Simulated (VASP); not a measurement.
# SiC (Cmm2) in VASP: single point with r2SCAN

Aim: the single point of SiC with r2SCAN.

Everything below comes from runs of VASP 6.6.1. Logs are shortened: lines on timing, memory, paths and dates and some standing lists are left out, and cuts for length are marked.

### 1 The cell of the first run

The structure is orthorhombic, space group Cmm2 (No. 35). Conventional cell: a = 6.149 Å, b = 6.149 Å, c = 4.348 Å, α = 90.00°, β = 90.00°, γ = 90.00°. Si (site symmetry mm2) has 4 C at 1.83 to 1.94 Å within 2.4 Å. Within 2.5 Å of Si (site symmetry 2) lie 4 C at 1.88 Å. Si (site symmetry mm2) has 4 C at 1.88 Å within 2.5 Å. Within 2.5 Å of C (site symmetry m) lie 4 Si at 1.88 to 1.94 Å. Within 2.4 Å of C (site symmetry m) lie 4 Si at 1.83 to 1.88 Å.

### 2 Single point, r2SCAN (atom 1 (Si) moved +0.090 Å along Cartesian [0 1 0])

POSCAR reads:

```
SiC
1.0
    4.3480000000      0.0000000000      0.0000000000
    0.0000000000     -4.3480000000      0.0000000000
    0.0000000000      0.0000000000     -4.3480000000
Si C
4 4
Direct
    0.0000000000      0.4793008280      0.5000000000
    0.5000000000      0.0000000000      0.5000000000
    0.5000000000      0.5000000000      0.0000000000
    0.0000000000      0.0000000000      0.0000000000
    0.7500000000      0.7500000000      0.7500000000
    0.2500000000      0.2500000000      0.7500000000
    0.2500000000      0.7500000000      0.2500000000
    0.7500000000      0.2500000000      0.2500000000
```

INCAR.step1 reads:

```
ALGO = Normal ; EDIFF = 1E-4
ENCUT = 520 ; GGA = PE
ISMEAR = 0 ; LASPH = T
LCHARG = F ; LREAL = F
LWAVE = T ; NBANDS = 26
NELM = 60 ; PREC = Accurate
SIGMA = 0.05
```

INCAR.step2 reads:

```
ALGO = Normal ; EDIFF = 1E-6
ENCUT = 520 ; ISIF = 2
ISMEAR = 0 ; ISTART = 1
LASPH = T ; LCHARG = F
LMIXTAU = T ; LREAL = F
LWAVE = F ; METAGGA = R2SCAN
NBANDS = 26 ; NELM = 60
PREC = Accurate ; SIGMA = 0.05
```

KPOINTS reads:

```
k-points
0
Gamma
  6 6 6
```

Potentials or basis: VASP PAW PBE potentials, release 64 (Si, C).

Command:

```console
$ cat potpaw_PBE.64/Si/POTCAR potpaw_PBE.64/C/POTCAR > POTCAR
$ cp INCAR.step1 INCAR
$ mpirun -np 1 vasp_std > vasp.out
$ cp INCAR.step2 INCAR
$ mpirun -np 1 vasp_std > vasp.out
```

OUTCAR:

```text
EDIFF = 1E-6
   ENCUT = 520
   ISIF = 2
   ISMEAR = 0
   ISTART = 1
   LASPH = T
   LREAL = F
   METAGGA = R2SCAN
   NELM = 60
   PREC = Accurate

 ion  position               nearest neighbor table
   1  0.000  0.479  0.500-   6 1.83   8 1.83   7 1.94   5 1.94   2 3.01   4 3.01   4 3.01   2 3.01
                             3 3.08   3 3.08   3 3.08   3 3.08   2 3.14   2 3.14   4 3.14   4 3.14
   2  0.500  0.000  0.500-   5 1.88   6 1.88   7 1.88   8 1.88   1 3.01   1 3.01   4 3.07   3 3.07
                             4 3.07   3 3.07   3 3.07   3 3.07   4 3.07   4 3.07   1 3.14   1 3.14
   3  0.500  0.500  0.000-   5 1.88   6 1.88   7 1.88   8 1.88   2 3.07   4 3.07   2 3.07   2 3.07
                             4 3.07   2 3.07   4 3.07   4 3.07   1 3.08   1 3.08   1 3.08   1 3.08
   4  0.000  0.000  0.000-   5 1.88   6 1.88   7 1.88   8 1.88   1 3.01   1 3.01   3 3.07   2 3.07
                             2 3.07   3 3.07   2 3.07   3 3.07   2 3.07   3 3.07   1 3.14   1 3.14
   5  0.750  0.750  0.750-   2 1.88   3 1.88   4 1.88   1 1.94
   6  0.250  0.250  0.750-   1 1.83   2 1.88   3 1.88   4 1.88
   7  0.250  0.750  0.250-   2 1.88   3 1.88   4 1.88   1 1.94
   8  0.750  0.250  0.250-   1 1.83   2 1.88   3 1.88   4 1.88

  LATTYP: Found a simple cubic cell.
 ALAT       =     4.3480000000

  Lattice vectors:

 A1 = (   4.3480000000,   0.0000000000,   0.0000000000)
 A2 = (   0.0000000000,  -4.3480000000,   0.0000000000)
 A3 = (   0.0000000000,   0.0000000000,  -4.3480000000)

Analysis of symmetry for initial positions (statically):
=====================================================================
 Subroutine PRICEL returns:
 Original cell was already a primitive cell.

 Routine SETGRP: Setting up the symmetry group for a
 simple cubic supercell.

 Subroutine GETGRP returns: Found  4 space group operations
 (whereof  2 operations were pure point group operations)
 out of a pool of 48 trial point group operations.

The static configuration has the point symmetry C_2 .
 The point group associated with its full space group is C_2v.

Analysis of symmetry for dynamics (positions and initial velocities):
=====================================================================
 Subroutine PRICEL returns:
 Original cell was already a primitive cell.

 Routine SETGRP: Setting up the symmetry group for a
 simple cubic supercell.

 Subroutine GETGRP returns: Found  4 space group operations
 (whereof  2 operations were pure point group operations)
 out of a pool of 48 trial point group operations.

The dynamic configuration has the point symmetry C_2 .
[... 119 lines left out ...]
   ISYM   =      2    0-nonsym 1-usesym 2-fastsym
   POTIM  = 0.5000    time-step for ionic-motion
   TEBEG  =    0.0;   TEEND  =   0.0 temperature during run
   PSTRESS=    0.0 pullay stress
   NELECT =      32.0000    total number of electrons
   NUPDOWN=      -1.0000    fix difference up-down
   EMIN   =  10.00;   EMAX   =-10.00  energy-range for DOS
   EFERMI =   0.00;   METHOD = LEGACY
   ISMEAR =     0;   SIGMA  =   0.05  broadening in eV -4-tet -1-fermi 0-gaus
   EFERMI_NEDOS =   21; number of points for ismear=-14 and -15
   IALGO  =     38    algorithm
   IMIX   =      4    mixing-type and parameters
     AMIX     =   0.40;   BMIX     =  1.00
     AMIX_MAG =   1.60;   BMIX_MAG =  1.00
  volume/ion in A,a.u.               =      10.27        69.34
  Fermi-wavevector in a.u.,A,eV,Ry     =   1.195369  2.258920 19.441458  1.428907
  Thomas-Fermi vector in A             =   2.331336
   LORBIT       =      0    0 simple, 1 ext, 2 COOP (PROOUT), +10 PAW based schemes
   METAGGA = R2SCAN    functional components
   LHFCALC =     F    Hartree Fock is set to
   AEXX    =    0.0000 exact exchange contribution
   IVDW    =     0    specifies the selected vdW correction
   LEPSILON=     F    determine dielectric tensor
   LRPA    =     F    only Hartree local field effects (RPA)
 non-spin polarized calculation
 Gauss-broadening in eV      SIGMA  =   0.05
  energy-cutoff  :      520.00
  volume of cell :       82.20
 maximum number of plane-waves:      2272
   NGX = 17   NGY = 17   NGZ = 17

 number of electron      32.0000007 magnetization

 Free energy of the ion-electron system (eV)
  ---------------------------------------------------
  ext. energy  EPLUGINS =         0.00000000
  ---------------------------------------------------
  free energy    TOTEN  =       -77.19923073 eV

  energy without entropy =      -77.19923073  energy(sigma->0) =      -77.19923073

 E-fermi :   8.4048     XC(G=0): -11.9653

 val. band max:        8.1841594115   @ k =   0.0000   0.0000   0.0000
 cond. band min:       9.5352325142   @ k =   0.0000   0.0000   0.0000
 fundamental gap:      1.3510731027
 Fermi energy:         8.4047741148

 k-point     1 :       0.0000    0.0000    0.0000
  band No.  band energies     occupation
      1      -8.1880      2.00000
      2      -3.2354      2.00000
      3      -3.0622      2.00000
      4      -2.8904      2.00000
      5      -0.0288      2.00000
      6      -0.0220      2.00000
[... 685 lines left out ...]
     25      17.7015      0.00000
     26      17.8186      0.00000

 [... further k-points ...]

------------------------ aborting loop because EDIFF is reached ----------------------------------------

  FORCE on cell =-STRESS in cart. coord.  units (eV):
  Direction    XX          YY          ZZ          XY          YZ          ZX
  --------------------------------------------------------------------------------------
  -------------------------------------------------------------------------------------
  Total        0.8156938      0.5439970      0.8156938      0.0000000      0.0000000     -0.7212889
  in kB       15.8989747     10.6032381     15.8989747      0.0000000      0.0000000    -14.0588960
  external PRESSURE =      14.1337292 kB  Pullay stress =       0.0000000 kB

 VOLUME and BASIS-vectors are now :
 -----------------------------------------------------------------------------
  energy-cutoff  :      520.00
  volume of cell :       82.20
      direct lattice vectors                 reciprocal lattice vectors
     4.348000000  0.000000000  0.000000000     0.229990800  0.000000000  0.000000000
     0.000000000 -4.348000000  0.000000000     0.000000000 -0.229990800  0.000000000
     0.000000000  0.000000000 -4.348000000     0.000000000  0.000000000 -0.229990800

 POSITION                                       TOTAL-FORCE (eV/Angst)
 -----------------------------------------------------------------------------------
      0.00000     -2.08400     -2.17400         0.000000     -2.383359      0.000000
      2.17400      0.00000     -2.17400         0.000000      0.519502      0.000000
      2.17400     -2.17400      0.00000         0.000000     -0.437805      0.000000
      0.00000      0.00000      0.00000         0.000000      0.519502      0.000000
      3.26100     -3.26100     -3.26100         0.194501      0.411326      0.194501
      1.08700     -1.08700     -3.26100         0.295366      0.479754     -0.295366
      1.08700     -3.26100     -1.08700        -0.194501      0.411326     -0.194501
      3.26100     -1.08700     -1.08700        -0.295366      0.479754      0.295366
 -----------------------------------------------------------------------------------
    total drift:                               -0.000000     -0.000069      0.000000

  FREE ENERGIE OF THE ION-ELECTRON SYSTEM (eV)
  ---------------------------------------------------
  free  energy   TOTEN  =       -77.1992307256 eV

  energy  without entropy=      -77.1992307256  energy(sigma->0) =      -77.19923073
```

OUTCAR.step1:

```text
EDIFF = 1E-4
   ENCUT = 520
   GGA = PE
   ISMEAR = 0
[... 946 lines left out ...]
      3.26100     -3.26100     -3.26100         0.207063      0.402870      0.207063
      1.08700     -1.08700     -3.26100         0.307922      0.468280     -0.307922
      1.08700     -3.26100     -1.08700        -0.207063      0.402870     -0.207063
      3.26100     -1.08700     -1.08700        -0.307922      0.468280      0.307922
 -----------------------------------------------------------------------------------
    total drift:                               -0.000000     -0.001795      0.000000

  FREE ENERGIE OF THE ION-ELECTRON SYSTEM (eV)
  ---------------------------------------------------
  free  energy   TOTEN  =       -60.1127220063 eV

  energy  without entropy=      -60.1127220063  energy(sigma->0) =      -60.11272201
```

OSZICAR.step1:

```text
N       E                     dE             d eps       ncg     rms          rms(c)
DAV:   1     0.736058107844E+02    0.73606E+02   -0.14315E+04  2704   0.109E+03
DAV:   2    -0.605857534805E+02   -0.13419E+03   -0.12472E+03  3564   0.198E+02
DAV:   3    -0.675477853778E+02   -0.69620E+01   -0.69102E+01  3634   0.411E+01
DAV:   4    -0.676320587600E+02   -0.84273E-01   -0.84186E-01  3422   0.537E+00
DAV:   5    -0.676334519949E+02   -0.13932E-02   -0.13928E-02  3516   0.654E-01    0.178E+01
DAV:   6    -0.603152216565E+02    0.73182E+01   -0.19733E+01  3434   0.194E+01    0.805E+00
DAV:   7    -0.601468357542E+02    0.16839E+00   -0.21003E+00  3506   0.648E+00    0.352E+00
DAV:   8    -0.601148408219E+02    0.31995E-01   -0.11232E-01  3244   0.163E+00    0.853E-01
DAV:   9    -0.601122361624E+02    0.26047E-02   -0.16571E-02  3456   0.662E-01    0.174E-01
DAV:  10    -0.601126683163E+02   -0.43215E-03   -0.16200E-03  3404   0.199E-01    0.832E-02
DAV:  11    -0.601127220063E+02   -0.53690E-04   -0.17130E-04  2372   0.809E-02
   1 F= -.60112722E+02 E0= -.60112722E+02  d E =-.135939E-10
```

Run time: 92 s. Hardware: 1 thread of Intel Xeon 6975P-C (Granite Rapids), shared host; peak memory 0.23 GiB.

Results:

```
Free energy            : -77.1992 eV
Pressure               : 1.4 GPa
Largest force          : 2.383 eV/Å
Band gap on the k mesh : 1.35 eV
```

Forces on the atoms (eV/Å):
```
Si   0.000 -2.383  0.000
Si   0.000  0.520  0.000
Si   0.000 -0.438  0.000
Si   0.000  0.520  0.000
C    0.195  0.411  0.195
C    0.295  0.480 -0.295
C   -0.195  0.411 -0.195
C   -0.295  0.480  0.295
```

Caveat: the cell differs from its parent crystal (atom 1 (Si) moved +0.090 Å along Cartesian [0 1 0]); the PAW data sets were made with another functional, which shifts forces and pressure a little.
